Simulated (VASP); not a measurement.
A run of VASP 6.6.1 is set up as follows.

Contents of INCAR:

```
PREC = Accurate
ENCUT = 600
EDIFF = 1E-6
ISMEAR = 0
SIGMA = 0.1
LREAL = False
LASPH = True
NELM = 60
ALGO = Normal
ISIF = 3
LWAVE = False
LCHARG = False
GGA = PE
IBRION = 2
NSW = 90
EDIFFG = -0.04
```

KPOINTS

```
Automatic mesh
0
Gamma
  4 4 8
```

Contents of POSCAR:

```
Be4BrF2
1.0
    4.6303116700      0.0000000000      0.0000000000
    0.0000000000      4.6303116700      0.0000000000
    0.0000000000      0.0000000000      2.3151558400
Be Br F
4 1 2
Direct
    0.2500000000      0.7500000000      0.0000000000
    0.2500000000      0.2500000000      0.0000000000
    0.7500000000      0.7500000000      0.0000000000
    0.7500000000      0.2500000000      0.0000000000
    0.5000000000      0.5000000000      0.5000000000
    0.5000000000      0.0000000000      0.5000000000
    0.0000000000      0.5000000000      0.5000000000
```

Potentials or basis: VASP PAW PBE potentials, release 64 (Be, Br, F).

Run with:

```sh
$ cat potpaw_PBE.64/Be/POTCAR potpaw_PBE.64/Br/POTCAR potpaw_PBE.64/F/POTCAR > POTCAR
$ mpirun -np 1 vasp_std > vasp.out
```

**Question.** Predict the relaxed cell.

**Answer.** a = 5.590 Å, b = 5.590 Å, c = 2.802 Å, α = 90.00°, β = 90.00°, γ = 90.00°.

**Question.** Estimate the band gap on the k mesh.

**Answer.** Zero (an odd number of electrons rules out a gap without spin polarisation).

**Question.** Predict the relaxed volume.

**Answer.** 12.51 Å³/atom.

The path:
```
step  energy change (eV)  largest force (eV/Å)  pressure (GPa)  volume (Å³)
   1              0.0000                4.0952          127.40        49.64
   2            -10.2228                0.8015          -12.37       102.03
   3            -10.7026                0.8682            1.64        84.78
   4            -10.7406                0.8551           -1.67        88.01
   5            -10.7369                0.8593           -0.78        87.10
   6            -10.8651                0.8023            0.50        85.99
   7            -11.0670                0.3048            5.09        82.73
   8            -11.1577                0.1606            3.60        84.25
   9            -11.2240                0.2364            1.38        86.76
  10            -11.2502                0.0998            0.30        87.53
  11            -11.2590                0.0273           -0.76        88.32
  12            -11.2619                0.0266           -0.23        87.82
  13            -11.2624                0.0275           -0.14        87.57
```

Caveat: the cell differs from its parent crystal (atoms taken out); the volume moved by over 15 % at a fixed basis, so the end points are rough; an odd number of electrons without spin polarisation forces a metal; a magnetic or distorted state may lie lower.
